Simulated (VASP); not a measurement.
# C (R3m) in VASP: a series of runs

Runs on C. Level: r2SCAN. Tasks: single point.

Everything below comes from runs of VASP 6.6.1. Logs are shortened: lines on timing, memory, paths and dates and some standing lists are left out, and cuts for length are marked.

## Step 1: The cell of the first run

Symmetry: R3m, No. 160, trigonal system. Conventional cell: a = 5.035 Å, b = 5.035 Å, c = 6.167 Å, α = 90.00°, β = 90.00°, γ = 120.00°. Within 2.0 Å of C (site symmetry 3m) lie 4 C at 1.52 to 1.62 Å. C (site symmetry m) has 4 C at 1.54 Å within 2.1 Å. Within 2.1 Å of C (site symmetry 3m) lie 4 C at 1.54 to 1.62 Å. C (site symmetry m) has 4 C at 1.52 to 1.54 Å within 2.0 Å.

## Step 2: Single point, r2SCAN (atom 1 (C) moved -0.080 Å towards its neighbour atom 5 (C) at 1.542 Å)

File POSCAR:

```
C
1.0
    3.5602834153      0.0000000000      0.0000000000
    0.0000000000     -3.5602834153      0.0000000000
    0.0000000000      0.0000000000     -3.5602834153
C
8
Direct
    0.4870268695      0.0129731305      0.0129731305
    0.0000000000      0.5000000000      0.0000000000
    0.0000000000      0.0000000000      0.5000000000
    0.5000000000      0.5000000000      0.5000000000
    0.7500000000      0.7500000000      0.7500000000
    0.2500000000      0.2500000000      0.7500000000
    0.2500000000      0.7500000000      0.2500000000
    0.7500000000      0.2500000000      0.2500000000
```

File INCAR.step1:

```
  PREC = Accurate
  ENCUT = 910
  ISMEAR = 0
  SIGMA = 0.05
  LREAL = F
  LASPH = T
  NELM = 120
  NBANDS = 26
  GGA = PE
  ALGO = Normal
  EDIFF = 1E-5
  LWAVE = T
  LCHARG = F
  GGA_COMPAT = F
```

File INCAR.step2:

```
  PREC = Accurate
  ENCUT = 910
  EDIFF = 1E-6
  ISMEAR = 0
  SIGMA = 0.05
  LREAL = F
  LASPH = T
  NELM = 120
  ALGO = Normal
  ISIF = 2
  LWAVE = F
  LCHARG = F
  METAGGA = R2SCAN
  LMIXTAU = T
  NBANDS = 26
  ISTART = 1
  GGA_COMPAT = F
```

File KPOINTS:

```
Automatic mesh
0
Gamma
  6 6 6
```

Potentials or basis: VASP PAW PBE potentials, release 64 (C_h).

On the command line:

```
$ cat potpaw_PBE.64/C_h/POTCAR > POTCAR
$ cp INCAR.step1 INCAR
$ mpirun -np 1 vasp_std > vasp.out
$ cp INCAR.step2 INCAR
$ mpirun -np 1 vasp_std > vasp.out
```

OUTCAR:

```text
PREC = Accurate
   ENCUT = 910
   EDIFF = 1E-6
   ISMEAR = 0
   LREAL = F
   LASPH = T
   NELM = 120
   ISIF = 2
   METAGGA = R2SCAN
   ISTART = 1

 ion  position               nearest neighbor table
   1  0.487  0.013  0.013-   6 1.52   7 1.52   8 1.52
   2  0.000  0.500  0.000-
   3  0.000  0.000  0.500-
   4  0.500  0.500  0.500-
   5  0.750  0.750  0.750-
   6  0.250  0.250  0.750-   1 1.52
   7  0.250  0.750  0.250-   1 1.52
   8  0.750  0.250  0.250-   1 1.52

  LATTYP: Found a simple cubic cell.
 ALAT       =     3.5602834153

  Lattice vectors:

 A1 = (   3.5602834153,   0.0000000000,   0.0000000000)
 A2 = (   0.0000000000,  -3.5602834153,   0.0000000000)
 A3 = (   0.0000000000,   0.0000000000,  -3.5602834153)

Analysis of symmetry for initial positions (statically):
=====================================================================
 Subroutine PRICEL returns:
 Original cell was already a primitive cell.

 Routine SETGRP: Setting up the symmetry group for a
 simple cubic supercell.

 Subroutine GETGRP returns: Found  6 space group operations
 (whereof  2 operations were pure point group operations)
 out of a pool of 48 trial point group operations.

The static configuration has the point symmetry C_1h.
 The point group associated with its full space group is C_3v.

Analysis of symmetry for dynamics (positions and initial velocities):
=====================================================================
 Subroutine PRICEL returns:
 Original cell was already a primitive cell.

 Routine SETGRP: Setting up the symmetry group for a
 simple cubic supercell.

 Subroutine GETGRP returns: Found  6 space group operations
 (whereof  2 operations were pure point group operations)
 out of a pool of 48 trial point group operations.

The dynamic configuration has the point symmetry C_1h.
 The point group associated with its full space group is C_3v.

 Subroutine INISYM returns: Found  6 space group operations
 (whereof  2 operations are pure point group operations),
 and found     1 'primitive' translations

----------------------------------------------------------------------------------------

                                     Primitive cell

  volume of cell :      45.1288

  direct lattice vectors                    reciprocal lattice vectors
     3.560283415  0.000000000  0.000000000     0.280876516  0.000000000  0.000000000
     0.000000000 -3.560283415  0.000000000     0.000000000 -0.280876516  0.000000000
     0.000000000  0.000000000 -3.560283415     0.000000000  0.000000000 -0.280876516

  length of vectors
     3.560283415  3.560283415  3.560283415     0.280876516  0.280876516  0.280876516

  position of ions in fractional coordinates (direct lattice)
     0.487026869  0.012973131  0.012973131
     0.000000000  0.500000000  0.000000000
     0.000000000  0.000000000  0.500000000
     0.500000000  0.500000000  0.500000000
     0.750000000  0.750000000  0.750000000
     0.250000000  0.250000000  0.750000000
     0.250000000  0.750000000  0.250000000
     0.750000000  0.250000000  0.250000000

  ion indices of the primitive-cell ions
   primitive index   ion index
                 1           1
                 2           2
                 3           3
                 4           4
                 5           5
                 6           6
                 7           7
                 8           8

----------------------------------------------------------------------------------------

 KPOINTS: Automatic mesh

Automatic generation of k-mesh.
 Grid dimensions read from file:
 generate k-points for:    6    6    6

 Generating k-lattice:

  Cartesian coordinates                     Fractional coordinates (reciprocal lattice)
     0.046812753  0.000000000  0.000000000     0.166666667  0.000000000  0.000000000
     0.000000000 -0.046812753  0.000000000     0.000000000  0.166666667  0.000000000
     0.000000000  0.000000000 -0.046812753     0.000000000  0.000000000  0.166666667

  Length of vectors
     0.046812753  0.046812753  0.046812753

  Shift w.r.t. Gamma in fractional coordinates (k-lattice)
     0.000000000  0.000000000  0.000000000

 Subroutine IBZKPT returns following result:
 ===========================================

 Found     32 irreducible k-points:

 Following reciprocal coordinates:
            Coordinates               Weight
  0.000000  0.000000  0.000000      1.000000
  0.166667  0.000000  0.000000      6.000000
  0.333333  0.000000  0.000000      6.000000
  0.500000  0.000000  0.000000      3.000000
  0.166667  0.166667  0.000000      6.000000
  0.000000  0.166667  0.166667      6.000000
[... 16 lines left out ...]
 -0.333333  0.333333  0.166667      6.000000
  0.500000  0.333333  0.166667     12.000000
 [... further k-points ...]
   k-points           NKPTS =     32   k-points in BZ     NKDIM =     32   number of bands    NBANDS=     26
   number of dos      NEDOS =    301   number of ions     NIONS =      8
   total plane-waves  NPLWV =  46656
   dimension x,y,z NGX =    36 NGY =   36 NGZ =   36
   dimension x,y,z NGXF=    72 NGYF=   72 NGZF=   72
   ions per type =               8
   NGX,Y,Z   is equivalent  to a cutoff of  16.81, 16.81, 16.81 a.u.
   NGXF,Y,Z  is equivalent  to a cutoff of  33.62, 33.62, 33.62 a.u.
 SYSTEM =  unknown system
   PREC   = accura    normal or accurate (medium, high low for compatibility)
   ISTART =      1    job   : 0-new  1-cont  2-samecut
   ICHARG =      0    charge: 1-file 2-atom 10-const
   ISPIN  =      1    spin polarized calculation?
   LNONCOLLINEAR =      F non collinear calculations
   LSORBIT =      F    spin-orbit coupling
   LASPH  =      T    aspherical Exc in radial PAW
   ENCUT  =  910.0 eV  66.88 Ry    8.18 a.u.   8.76  8.76  8.76*2*pi/ulx,y,z
   NELM   =    120;   NELMIN=  2; NELMDL=  0     # of ELM steps
   EDIFF  = 0.1E-05   stopping-criterion for ELM
   LREAL  =      F    real-space projection
   EDIFFG = 0.1E-04   stopping-criterion for IOM
   NSW    =      0    number of steps for IOM
   IBRION =     -1    ionic relax: 0-MD 1-quasi-New 2-CG
   NFREE  =      0    steps in history (QN), initial steepest desc. (CG)
   ISIF   =      2    stress and relaxation
   ISYM   =      2    0-nonsym 1-usesym 2-fastsym
   POTIM  = 0.5000    time-step for ionic-motion
   TEBEG  =    0.0;   TEEND  =   0.0 temperature during run
   PSTRESS=    0.0 pullay stress
   NELECT =      32.0000    total number of electrons
   NUPDOWN=      -1.0000    fix difference up-down
   EMIN   =  10.00;   EMAX   =-10.00  energy-range for DOS
   EFERMI =   0.00;   METHOD = LEGACY
   ISMEAR =     0;   SIGMA  =   0.05  broadening in eV -4-tet -1-fermi 0-gaus
   EFERMI_NEDOS =   21; number of points for ismear=-14 and -15
   IALGO  =     38    algorithm
   IMIX   =      4    mixing-type and parameters
     AMIX     =   0.40;   BMIX     =  1.00
     AMIX_MAG =   1.60;   BMIX_MAG =  1.00
  volume/ion in A,a.u.               =       5.64        38.07
  Fermi-wavevector in a.u.,A,eV,Ry     =   1.459846  2.758708 28.996044  2.131149
  Thomas-Fermi vector in A             =   2.576365
   LORBIT       =      0    0 simple, 1 ext, 2 COOP (PROOUT), +10 PAW based schemes
   METAGGA = R2SCAN    functional components
   LHFCALC =     F    Hartree Fock is set to
   AEXX    =    0.0000 exact exchange contribution
   IVDW    =     0    specifies the selected vdW correction
   LEPSILON=     F    determine dielectric tensor
   LRPA    =     F    only Hartree local field effects (RPA)
 non-spin polarized calculation
 Gauss-broadening in eV      SIGMA  =   0.05
  energy-cutoff  :      910.00
  volume of cell :       45.13
 maximum number of plane-waves:      2832
   NGX = 17   NGY = 17   NGZ = 17

 number of electron      31.9999999 magnetization

 Free energy of the ion-electron system (eV)
  ---------------------------------------------------
  ext. energy  EPLUGINS =         0.00000000
  ---------------------------------------------------
  free energy    TOTEN  =       -78.73958872 eV

  energy without entropy =      -78.73958872  energy(sigma->0) =      -78.73958872

 E-fermi :  11.6033     XC(G=0): -14.3001

 val. band max:       11.3815807574   @ k =   0.0000   0.0000   0.0000
 cond. band min:      15.3497501400   @ k =   0.3333   0.0000   0.0000
 fundamental gap:      3.9681693826
 Fermi energy:        11.6032736298

 k-point     1 :       0.0000    0.0000    0.0000
  band No.  band energies     occupation
      1     -11.7599      2.00000
      2      -2.8102      2.00000
      3      -2.7414      2.00000
      4      -2.7414      2.00000
      5      -2.5804      2.00000
      6      -2.5804      2.00000
[... 18 lines left out ...]
     25      17.1327      0.00000
     26      24.9131      0.00000

 k-point     2 :       0.1667    0.0000    0.0000
  band No.  band energies     occupation
      1     -11.4915      2.00000
      2      -5.2785      2.00000
      3      -2.5812      2.00000
      4      -2.5720      2.00000
      5      -2.4256      2.00000
      6      -2.2569      2.00000
[... 18 lines left out ...]
     25      18.2897      0.00000
     26      25.0605      0.00000

 k-point     3 :       0.3333    0.0000    0.0000
  band No.  band energies     occupation
      1     -10.6910      2.00000
      2      -7.5445      2.00000
      3      -2.1977      2.00000
      4      -2.1798      2.00000
      5      -2.0582      2.00000
      6      -1.8704      2.00000
[... 572 lines left out ...]
 k-point    23 :      -0.3333    0.3333    0.1667
  band No.  band energies     occupation
      1      -9.3812      2.00000
      2      -6.3836      2.00000
      3      -6.3093      2.00000
      4      -4.3415      2.00000
      5      -1.8339      2.00000
      6       0.0521      2.00000
[... 18 lines left out ...]
     25      23.3914      0.00000
     26      23.8172      0.00000

 k-point    24 :       0.5000    0.3333    0.1667
  band No.  band energies     occupation
      1      -8.1861      2.00000
      2      -8.0002      2.00000
      3      -5.3730      2.00000
      4      -5.1875      2.00000
      5      -1.3964      2.00000
      6      -1.2372      2.00000
[... 18 lines left out ...]
     25      22.2743      0.00000
     26      22.4928      0.00000

 [... further k-points ...]

------------------------ aborting loop because EDIFF is reached ----------------------------------------

  FORCE on cell =-STRESS in cart. coord.  units (eV):
  Direction    XX          YY          ZZ          XY          YZ          ZX
  --------------------------------------------------------------------------------------
  -------------------------------------------------------------------------------------
  Total       -0.0675093     -0.0675093     -0.0675093      0.0013212      0.0013212      0.0013212
  in kB       -2.3967379     -2.3967379     -2.3967379      0.0469039      0.0469039      0.0469039
  external PRESSURE =      -2.3967379 kB  Pullay stress =       0.0000000 kB

 VOLUME and BASIS-vectors are now :
 -----------------------------------------------------------------------------
  energy-cutoff  :      910.00
  volume of cell :       45.13
      direct lattice vectors                 reciprocal lattice vectors
     3.560283415  0.000000000  0.000000000     0.280876516  0.000000000  0.000000000
     0.000000000 -3.560283415  0.000000000     0.000000000 -0.280876516  0.000000000
     0.000000000  0.000000000 -3.560283415     0.000000000  0.000000000 -0.280876516

 POSITION                                       TOTAL-FORCE (eV/Angst)
 -----------------------------------------------------------------------------------
      1.73395     -0.04619     -0.04619         1.933436      1.933436      1.933436
      0.00000     -1.78014      0.00000        -0.325684     -0.325684      0.289897
      0.00000      0.00000     -1.78014        -0.325684      0.289897     -0.325684
      1.78014     -1.78014     -1.78014         0.289897     -0.325684     -0.325684
      2.67021     -2.67021     -2.67021        -0.521056     -0.521056     -0.521056
      0.89007     -0.89007     -2.67021        -0.445795     -0.445795     -0.159317
      0.89007     -2.67021     -0.89007        -0.445795     -0.159317     -0.445795
      2.67021     -0.89007     -0.89007        -0.159317     -0.445795     -0.445795
 -----------------------------------------------------------------------------------
    total drift:                                0.000023      0.000023      0.000023

  FREE ENERGIE OF THE ION-ELECTRON SYSTEM (eV)
  ---------------------------------------------------
  free  energy   TOTEN  =       -78.7395887232 eV

  energy  without entropy=      -78.7395887232  energy(sigma->0) =      -78.73958872
```

It took 2.4 min on 1 thread of Intel Xeon Platinum 8488C (Sapphire Rapids), shared host; peak memory 0.23 GiB.

Results:

* Free energy: -78.7396 eV
* Pressure: -0.2 GPa
* Largest force: 3.349 eV/Å
* Band gap on the k mesh: 3.97 eV

Forces on the atoms (eV/Å):
```
C    1.933  1.933  1.933
C   -0.326 -0.326  0.290
C   -0.326  0.290 -0.326
C    0.290 -0.326 -0.326
C   -0.521 -0.521 -0.521
C   -0.446 -0.446 -0.159
C   -0.446 -0.159 -0.446
C   -0.159 -0.446 -0.446
```

Levels at points of the mesh, in eV from the valence-band top:
```csv
k point,band 13,band 14,band 15,band 16,band 17,band 18,band 19,band 20
"(0.00, 0.00, 0.00)",-6.85,-0.57,-0.57,0.00,4.12,4.57,4.57,4.64
"(0.50, 0.00, 0.00)",-4.98,-4.83,-4.70,-4.41,4.24,4.30,10.11,10.30
"(0.50, 0.50, 0.00)",-3.91,-3.59,-3.51,-3.32,7.68,7.87,7.97,8.15
"(0.50, 0.50, 0.50)",-3.36,-3.32,-3.32,-2.74,7.58,8.34,8.34,8.53
```

Caveat: the cell differs from its parent crystal (atom 1 (C) moved -0.080 Å towards its neighbour atom 5 (C) at 1.542 Å); the cutoff is under 1.25 times the usual one of these potentials, so pressure, stress and relaxed cells hold a basis-set (Pulay) error; the PAW data sets were made with another functional, which shifts forces and pressure a little.

## Step 3: Single point, r2SCAN (atom 1 (C) moved +0.080 Å towards its neighbour atom 5 (C) at 1.542 Å)

POSCAR, as its differences from that of step 2:

```diff
@@ -8,3 +8,3 @@
 Direct
-    0.4870268695      0.0129731305      0.0129731305
+    0.5129731305     -0.0129731305     -0.0129731305
     0.0000000000      0.5000000000      0.0000000000
```

File INCAR.step1:

```
SYSTEM = C
ALGO = Normal ; EDIFF = 1E-5
ENCUT = 910 ; GGA = PE
GGA_COMPAT = .FALSE. ; ISMEAR = 0
LASPH = .TRUE. ; LCHARG = .FALSE.
LREAL = .FALSE. ; LWAVE = .TRUE.
NBANDS = 26 ; NELM = 120
PREC = Accurate ; SIGMA = 0.05
```

File INCAR.step2:

```
SYSTEM = C
ALGO = Normal ; EDIFF = 1E-6
ENCUT = 910 ; GGA_COMPAT = .FALSE.
ISIF = 2 ; ISMEAR = 0
ISTART = 1 ; LASPH = .TRUE.
LCHARG = .TRUE. ; LELF = .TRUE.
LMIXTAU = .TRUE. ; LREAL = .FALSE.
LVHAR = .TRUE. ; LWAVE = .FALSE.
METAGGA = R2SCAN ; NBANDS = 26
NELM = 120 ; PREC = Accurate
SIGMA = 0.05
```

File KPOINTS:

```
k-points
0
G
  6 6 6
  0 0 0
```

Potentials or basis: VASP PAW PBE potentials, release 64 (C_h).

On the command line:

```
$ cat potpaw_PBE.64/C_h/POTCAR > POTCAR
$ cp INCAR.step1 INCAR
$ mpirun -np 1 vasp_std > vasp.out
$ cp INCAR.step2 INCAR
$ mpirun -np 1 vasp_std > vasp.out
```

Run time: 2.8 min. Hardware: 1 thread of Intel Xeon Platinum 8259CL at 2.50GHz (Skylake/Cascade Lake), shared host; peak memory 0.23 GiB.

Results (log left out):

```yaml
Free_energy: -78.7203 eV
Pressure: -0.1 GPa
Largest_force: 4.075 eV/Å
Band_gap_on_the_k_mesh: 4.16 eV
```

Forces on the atoms (eV/Å):
```
C   -2.353 -2.353 -2.353
C    0.312  0.312 -0.294
C    0.312 -0.294  0.312
C   -0.294  0.312  0.312
C    0.941  0.941  0.941
C    0.435  0.435  0.212
C    0.435  0.212  0.435
C    0.212  0.435  0.435
```

Stress tensor (GPa, compression positive):
```
-0.10  0.79  0.79
 0.79 -0.10  0.79
 0.79  0.79 -0.10
```

Levels at points of the mesh, in eV from the valence-band top:
| k point | band 14 | band 15 | band 16 | band 17 | band 18 | band 19 |
| --- | --- | --- | --- | --- | --- | --- |
| (0.00, 0.00, 0.00) | -0.56 | 0.00 | 0.00 | 4.52 | 4.52 | 4.82 |
| (0.50, 0.00, 0.00) | -4.58 | -4.49 | -4.34 | 4.39 | 4.55 | 10.40 |
| (0.50, 0.50, 0.00) | -3.49 | -3.40 | -3.07 | 7.78 | 8.18 | 8.22 |
| (0.50, 0.50, 0.50) | -3.16 | -2.80 | -2.80 | 8.08 | 8.08 | 8.72 |

Caveat: the cell differs from its parent crystal (atom 1 (C) moved +0.080 Å towards its neighbour atom 5 (C) at 1.542 Å); the cutoff is under 1.25 times the usual one of these potentials, so pressure, stress and relaxed cells hold a basis-set (Pulay) error; the PAW data sets were made with another functional, which shifts forces and pressure a little. A k mesh can miss the band edges.

[end of part 1 of 2]
